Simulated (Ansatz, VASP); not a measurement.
**TiB2: VASP beside Ansatz**

INCAR

```
SYSTEM = TiB2
  PREC = Accurate
  ENCUT = 600
  EDIFF = 1E-6
  ISMEAR = -1
  SIGMA = 0.15
  LREAL = .False.
  LASPH = .True.
  NELM = 100
  ALGO = Normal
  ISIF = 3
  LWAVE = .False.
  LCHARG = .False.
  IBRION = 2
  NSW = 80
  EDIFFG = -0.001
```

Contents of KPOINTS:

```
regular mesh
0
Gamma
  18 18 14
  0 0 0
```

The input POSCAR:

```
TiB2
1.0
    2.9936880098      0.0000000000      0.0000000000
   -1.4968440049      2.5926098675      0.0000000000
    0.0000000000      0.0000000000      3.1601725222
Ti B
1 2
Direct
    0.0000000000      0.0000000000      0.0000000000
    0.3333333333      0.6666666667      0.5000000000
    0.6666666667      0.3333333333      0.5000000000
```

Input for Ansatz:

```yaml
crystal:
  lattice:
    - [2.9936880098, 0.0, 0.0]
    - [-1.4968440049, 2.5926098675, 0.0]
    - [0.0, 0.0, 3.1601725222]
  atoms:
    - { symbol: Ti, position: [0.0, 0.0, 0.0] }
    - { symbol: B, position: [0.3333333333, 0.6666666667, 0.5] }
    - { symbol: B, position: [0.6666666667, 0.3333333333, 0.5] }
basis:
  ecutwfc: 420
kpoints:
  mp_grid: { grid: [18, 18, 14] }
hamiltonian:
  xc: lda
scf:
  occupations: { method: fermi_dirac, width: 0.15 }
output:
  forces: true
  stress: true
  eigenvalues: true
  write_density: true
  write_potential: true
  elf: true
  volumetric_format: npy
relax:
  adjacent_minimum: "off"
  f_tol: 0.001
  max_steps: 60
  cell: { stress_tol: 0.01 }
```

Alike in both runs: task relaxation of cell and atoms; functional LDA; k mesh 18 × 18 × 14; occupations fermi-dirac, width 0.15 eV; no spin polarisation.

```csv
,VASP,Ansatz
version,VASP 6.6.1,Ansatz 0.2.0
potentials or method,"VASP PAW LDA potentials, release 64 (Ti_sv, B), cutoff 600 eV","scalar-relativistic, plane waves, PAW"
valence electrons in the cell,18,18
```

|  | VASP | Ansatz | Ansatz less VASP |
| --- | --- | --- | --- |
| gap on the k mesh at the Fermi level, each at its own relaxed structure (eV) | none | none | - |
| relaxed volume (Å³/atom) | 8.19 | 8.18 | -0.016 |
| relaxed length of the cell vector where the two differ most in proportion (Å) | 3.162 | 3.160 | -0.0024 |

LDA's correlation is that of Perdew and Zunger in VASP and of Perdew and Wang (1992) in Ansatz. A gap of «none» marks a metal or a gap that the smearing closes.
